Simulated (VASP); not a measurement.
# Ga (Cmce) in VASP: further runs

Runs on Ga. Level: LDA. Tasks: single point.

Program: VASP 6.6.1. These are calculated values, not measurements. Logs are shortened: lines on timing, memory, paths and dates and some standing lists are left out, and cuts for length are marked.

**1. The cell of the first run**

Symmetry: Cmce, No. 64, orthorhombic system. Conventional cell: a = 4.436 Å, b = 7.484 Å, c = 4.425 Å, α = 90.00°, β = 90.00°, γ = 90.00°. Within 3.2 Å of Ga (site symmetry m) lie 7 Ga at 2.45 to 2.74 Å.

**2. Single point, LDA**

INCAR reads:

```
SYSTEM = Ga
PREC = Accurate
ENCUT = 520
EDIFF = 1E-6
ISMEAR = -1
SIGMA = 0.1
LREAL = .False.
LASPH = .True.
NELM = 60
ALGO = Normal
ISIF = 2
LWAVE = .False.
LCHARG = .False.
NBANDS = 34
```

KPOINTS reads:

```
regular mesh
0
Gamma
  2 2 1
  0 0 0
```

POSCAR reads:

```
Ga
1.0
    2.2178908173     -3.7419137528      0.0000000000
    2.2178908173      3.7419137528      0.0000000000
    0.0000000000      0.0000000000      4.4249628129
Ga
4
Direct
    0.8443628362      0.1556371638      0.0859373133
    0.6556371638      0.3443628362      0.5859373133
    0.1556371638      0.8443628362      0.9140626867
    0.3443628362      0.6556371638      0.4140626867
```

Potentials or basis: VASP PAW LDA potentials, release 64 (Ga_d).

On the command line:

```console
$ cat potpaw_LDA.64/Ga_d/POTCAR > POTCAR
$ mpirun -np 1 vasp_std > vasp.out
```

OUTCAR:

```text
SYSTEM = Ga
   PREC = Accurate
   ENCUT = 520
   EDIFF = 1E-6
   ISMEAR = -1
   LREAL = .False.
   LASPH = .True.
   NELM = 60
   ISIF = 2

 ion  position               nearest neighbor table
   1  0.844  0.156  0.086-   3 2.45   2 2.62   2 2.62   4 2.65   4 2.65   3 2.74   3 2.74
   2  0.656  0.344  0.586-   4 2.45   1 2.62   1 2.62   3 2.65   3 2.65   4 2.74   4 2.74
   3  0.156  0.844  0.914-   1 2.45   4 2.62   4 2.62   2 2.65   2 2.65   1 2.74   1 2.74
   4  0.344  0.656  0.414-   2 2.45   3 2.62   3 2.62   1 2.65   1 2.65   2 2.74   2 2.74

  LATTYP: Found a base centered orthorhombic cell.
 ALAT       =     4.4357816346
 B/A-ratio  =     1.6871496665
 C/A-ratio  =     0.9975610112

  Lattice vectors:

 A1 = (   2.2178908173,  -3.7419137528,   0.0000000000)
 A2 = (   2.2178908173,   3.7419137528,   0.0000000000)
 A3 = (   0.0000000000,   0.0000000000,   4.4249628129)

Analysis of symmetry for initial positions (statically):
=====================================================================
 Subroutine PRICEL returns:
 Original cell was already a primitive cell.

 Routine SETGRP: Setting up the symmetry group for a
 base centered orthorhombic supercell.

 Subroutine GETGRP returns: Found  8 space group operations
 (whereof  4 operations were pure point group operations)
 out of a pool of  8 trial point group operations.

The static configuration has the point symmetry C_2h.
 The point group associated with its full space group is D_2h.

Analysis of symmetry for dynamics (positions and initial velocities):
=====================================================================
 Subroutine PRICEL returns:
 Original cell was already a primitive cell.

 Routine SETGRP: Setting up the symmetry group for a
 base centered orthorhombic supercell.

 Subroutine GETGRP returns: Found  8 space group operations
 (whereof  4 operations were pure point group operations)
 out of a pool of  8 trial point group operations.

The dynamic configuration has the point symmetry C_2h.
 The point group associated with its full space group is D_2h.

 Subroutine INISYM returns: Found  8 space group operations
 (whereof  4 operations are pure point group operations),
 and found     1 'primitive' translations

----------------------------------------------------------------------------------------

                                     Primitive cell

  volume of cell :      73.4469

  direct lattice vectors                    reciprocal lattice vectors
     2.217890817 -3.741913753  0.000000000     0.225439411 -0.133621466  0.000000000
     2.217890817  3.741913753  0.000000000     0.225439411  0.133621466  0.000000000
     0.000000000  0.000000000  4.424962813     0.000000000  0.000000000  0.225990600

  length of vectors
     4.349822779  4.349822779  4.424962813     0.262064160  0.262064160  0.225990600

  position of ions in fractional coordinates (direct lattice)
     0.844362836  0.155637164  0.085937313
     0.655637164  0.344362836  0.585937313
     0.155637164  0.844362836  0.914062687
     0.344362836  0.655637164  0.414062687

  ion indices of the primitive-cell ions
   primitive index   ion index
                 1           1
                 2           2
                 3           3
                 4           4

----------------------------------------------------------------------------------------

 KPOINTS: regular mesh

Automatic generation of k-mesh.
 Grid dimensions read from file:
 generate k-points for:    2    2    1

 Generating k-lattice:

  Cartesian coordinates                     Fractional coordinates (reciprocal lattice)
     0.112719706 -0.066810733  0.000000000     0.500000000  0.000000000  0.000000000
     0.112719706  0.066810733  0.000000000     0.000000000  0.500000000  0.000000000
     0.000000000  0.000000000  0.225990600     0.000000000  0.000000000  1.000000000

  Length of vectors
     0.131032080  0.131032080  0.225990600

  Shift w.r.t. Gamma in fractional coordinates (k-lattice)
     0.000000000  0.000000000  0.000000000

 Subroutine IBZKPT returns following result:
 ===========================================

 Found      3 irreducible k-points:

 Following reciprocal coordinates:
            Coordinates               Weight
  0.000000  0.000000  0.000000      1.000000
  0.500000  0.000000  0.000000      2.000000
  0.500000  0.500000  0.000000      1.000000
   k-points           NKPTS =      3   k-points in BZ     NKDIM =      3   number of bands    NBANDS=     34
   number of dos      NEDOS =    301   number of ions     NIONS =      4
   total plane-waves  NPLWV =  36864
   dimension x,y,z NGX =    32 NGY =   32 NGZ =   36
   dimension x,y,z NGXF=    64 NGYF=   64 NGZF=   72
   ions per type =               4
   NGX,Y,Z   is equivalent  to a cutoff of  12.23, 12.23, 13.53 a.u.
   NGXF,Y,Z  is equivalent  to a cutoff of  24.46, 24.46, 27.05 a.u.
 SYSTEM =  Ga
   PREC   = accura    normal or accurate (medium, high low for compatibility)
   ISTART =      0    job   : 0-new  1-cont  2-samecut
   ICHARG =      2    charge: 1-file 2-atom 10-const
   ISPIN  =      1    spin polarized calculation?
   LNONCOLLINEAR =      F non collinear calculations
   LSORBIT =      F    spin-orbit coupling
   LASPH  =      T    aspherical Exc in radial PAW
   ENCUT  =  520.0 eV  38.22 Ry    6.18 a.u.   8.09  8.09  8.23*2*pi/ulx,y,z
   NELM   =     60;   NELMIN=  2; NELMDL= -5     # of ELM steps
   EDIFF  = 0.1E-05   stopping-criterion for ELM
   LREAL  =      F    real-space projection
   EDIFFG = 0.1E-04   stopping-criterion for IOM
   NSW    =      0    number of steps for IOM
   IBRION =     -1    ionic relax: 0-MD 1-quasi-New 2-CG
   NFREE  =      0    steps in history (QN), initial steepest desc. (CG)
   ISIF   =      2    stress and relaxation
   ISYM   =      2    0-nonsym 1-usesym 2-fastsym
   POTIM  = 0.5000    time-step for ionic-motion
   TEBEG  =    0.0;   TEEND  =   0.0 temperature during run
   PSTRESS=    0.0 pullay stress
   NELECT =      52.0000    total number of electrons
   NUPDOWN=      -1.0000    fix difference up-down
   EMIN   =  10.00;   EMAX   =-10.00  energy-range for DOS
   EFERMI =   0.00;   METHOD = LEGACY
   ISMEAR =    -1;   SIGMA  =   0.10  broadening in eV -4-tet -1-fermi 0-gaus
   EFERMI_NEDOS =   21; number of points for ismear=-14 and -15
   IALGO  =     38    algorithm
   IMIX   =      4    mixing-type and parameters
     AMIX     =   0.40;   BMIX     =  1.00
     AMIX_MAG =   1.60;   BMIX_MAG =  1.00
  volume/ion in A,a.u.               =      18.36       123.91
  Fermi-wavevector in a.u.,A,eV,Ry     =   1.459099  2.757297 28.966394  2.128970
  Thomas-Fermi vector in A             =   2.575706
   LORBIT       =      0    0 simple, 1 ext, 2 COOP (PROOUT), +10 PAW based schemes
   GGA     = CA    functional components
   LHFCALC =     F    Hartree Fock is set to
   AEXX    =    0.0000 exact exchange contribution
   IVDW    =     0    specifies the selected vdW correction
   LEPSILON=     F    determine dielectric tensor
   LRPA    =     F    only Hartree local field effects (RPA)
 non-spin polarized calculation
  energy-cutoff  :      520.00
  volume of cell :       73.45
 maximum number of plane-waves:      1989
   NGX = 17   NGY = 17   NGZ = 17

 number of electron      52.0000021 magnetization

 Free energy of the ion-electron system (eV)
  ---------------------------------------------------
  ext. energy  EPLUGINS =         0.00000000
  ---------------------------------------------------
  free energy    TOTEN  =       -11.44279878 eV

  energy without entropy =      -11.44228639  energy(sigma->0) =      -11.44254259

 E-fermi :   5.3721     XC(G=0): -11.2324

 val. band max:        4.6172124106   @ k =   0.0000   0.0000   0.0000
 cond. band min:       6.2893886105   @ k =   0.0000   0.0000   0.0000
 fundamental gap:      1.6721761999
 Fermi energy:         5.3721395004

 k-point     1 :       0.0000    0.0000    0.0000
  band No.  band energies     occupation
      1      -9.7445      2.00000
      2      -9.7312      2.00000
      3      -9.7221      2.00000
      4      -9.7201      2.00000
      5      -9.6527      2.00000
      6      -9.5905      2.00000
[... 26 lines left out ...]
     33      12.5452      0.00000
     34      13.0599      0.00000

 k-point     2 :       0.5000    0.0000    0.0000
  band No.  band energies     occupation
      1      -9.7614      2.00000
      2      -9.7614      2.00000
      3      -9.6683      2.00000
      4      -9.6683      2.00000
      5      -9.6554      2.00000
      6      -9.6554      2.00000
[... 26 lines left out ...]
     33      12.9667      0.00000
     34      12.9667      0.00000

 k-point     3 :       0.5000    0.5000    0.0000
  band No.  band energies     occupation
      1      -9.8445      2.00000
      2      -9.7512      2.00000
      3      -9.7044      2.00000
      4      -9.6886      2.00000
      5      -9.6659      2.00000
      6      -9.6065      2.00000
[... 26 lines left out ...]
     33      12.9892      0.00000
     34      14.4680      0.00000

------------------------ aborting loop because EDIFF is reached ----------------------------------------

  FORCE on cell =-STRESS in cart. coord.  units (eV):
  Direction    XX          YY          ZZ          XY          YZ          ZX
  --------------------------------------------------------------------------------------
  -------------------------------------------------------------------------------------
  Total       -0.4767521      3.9853120      9.7046784      0.0000000      0.0000000      0.0000000
  in kB      -10.3999121     86.9359401    211.6986912      0.0000000      0.0000000      0.0000000
  external PRESSURE =      96.0782397 kB  Pullay stress =       0.0000000 kB

 VOLUME and BASIS-vectors are now :
 -----------------------------------------------------------------------------
  energy-cutoff  :      520.00
  volume of cell :       73.45
      direct lattice vectors                 reciprocal lattice vectors
     2.217890817 -3.741913753  0.000000000     0.225439411 -0.133621466  0.000000000
     2.217890817  3.741913753  0.000000000     0.225439411  0.133621466  0.000000000
     0.000000000  0.000000000  4.424962813     0.000000000  0.000000000  0.225990600

 POSITION                                       TOTAL-FORCE (eV/Angst)
 -----------------------------------------------------------------------------------
      2.21789     -2.57715      0.38027         0.000000      0.867711      0.685338
      2.21789     -1.16476      2.59275         0.000000     -0.867711      0.685338
      2.21789      2.57715      4.04469         0.000000     -0.867711     -0.685338
      2.21789      1.16476      1.83221         0.000000      0.867711     -0.685338
 -----------------------------------------------------------------------------------
    total drift:                                0.000000      0.000000      0.000000

  FREE ENERGIE OF THE ION-ELECTRON SYSTEM (eV)
  ---------------------------------------------------
  free  energy   TOTEN  =       -11.4427987841 eV

  energy  without entropy=      -11.4422863900  energy(sigma->0) =      -11.44254259
```

Wall time 7.7 s (1 thread of Intel Xeon Platinum 8259CL at 2.50GHz (Skylake/Cascade Lake), shared host); peak memory 0.15 GiB.

The run converged, but its numbers aren't listed here, since they failed a check.

Caveat: the k points lie up to 1.42 Å⁻¹ apart; the mesh shows a gap though the element is a metal; forces of over 1 eV/Å act on the atoms, so gaps and moduli don't describe the material at rest.

**3. Single point, LDA**

INCAR reads:

```
SYSTEM = Ga
ALGO     = Normal         ! electronic algorithm
EDIFF    = 1E-6           ! SCF threshold, eV
ENCUT    = 520            ! plane-wave cutoff, eV
GGA      = CA             ! functional
ISIF     = 2              ! what is computed and relaxed
ISMEAR   = -1             ! smearing method
LASPH    = .True.         ! aspherical terms in the spheres
LCHARG   = .False.        ! write CHGCAR
LREAL    = .False.        ! projectors in reciprocal space
LWAVE    = .False.        ! write WAVECAR
NBANDS   = 34             ! bands
NELM     = 100            ! most SCF steps
PREC     = Accurate       ! precision mode
SIGMA    = 0.1            ! smearing width, eV
```

KPOINTS reads:

```
k-points
0
Gamma
  2 2 2
  0 0 0
```

POSCAR is that of step 2.

Potentials or basis: VASP PAW LDA potentials, release 64 (Ga_d).

On the command line:

```console
$ cat potpaw_LDA.64/Ga_d/POTCAR > POTCAR
$ mpirun -np 1 vasp_std > vasp.out
```

Wall time 12 s (1 thread of Intel Xeon Platinum 8259CL at 2.50GHz (Skylake/Cascade Lake), shared host); peak memory 0.15 GiB.

The run converged. Its results:

| Property | Result |
| --- | --- |
| Free energy | -12.8227 eV |
| Pressure | 3.6 GPa |
| Largest force | 0.821 eV/Å |
| Band gap on the k mesh | zero (band 26 reaches 5.40 eV, above the bottom of band 27 at 4.42 eV) |

Forces in eV/Å, atoms in the order of the input:
```
Ga   0.000  0.787  0.233
Ga   0.000 -0.787  0.233
Ga   0.000 -0.787 -0.233
Ga   0.000  0.787 -0.233
```

Stress tensor (GPa, compression positive):
```
10.08  0.00  0.00
 0.00 -1.10  0.00
 0.00  0.00  1.79
```

Levels at points of the mesh, in eV from the Fermi level:
```tsv
k point	band 23	band 24	band 25	band 26	band 27	band 28	band 29	band 30
(0.00, 0.00, 0.00)	-3.79	-1.73	-1.57	-0.78	0.90	0.99	1.13	5.51
(0.50, 0.00, 0.00)	-3.49	-3.49	-1.37	-1.37	0.90	0.90	4.37	4.37
(0.50, 0.50, 0.00)	-4.18	-3.45	-1.55	-1.46	1.13	1.18	3.63	4.04
(0.00, 0.00, 0.50)	0.04	0.04	0.05	0.05	0.13	0.13	2.21	2.21
(0.50, 0.00, 0.50)	-6.41	-6.41	-1.60	-1.60	0.56	0.56	7.55	7.55
(0.50, 0.50, 0.50)	-5.59	-5.59	-1.32	-1.32	-0.93	-0.93	7.13	7.13
```

Caveat: the k points lie up to 0.82 Å⁻¹ apart.

(Part 1 of 2 ends here.)
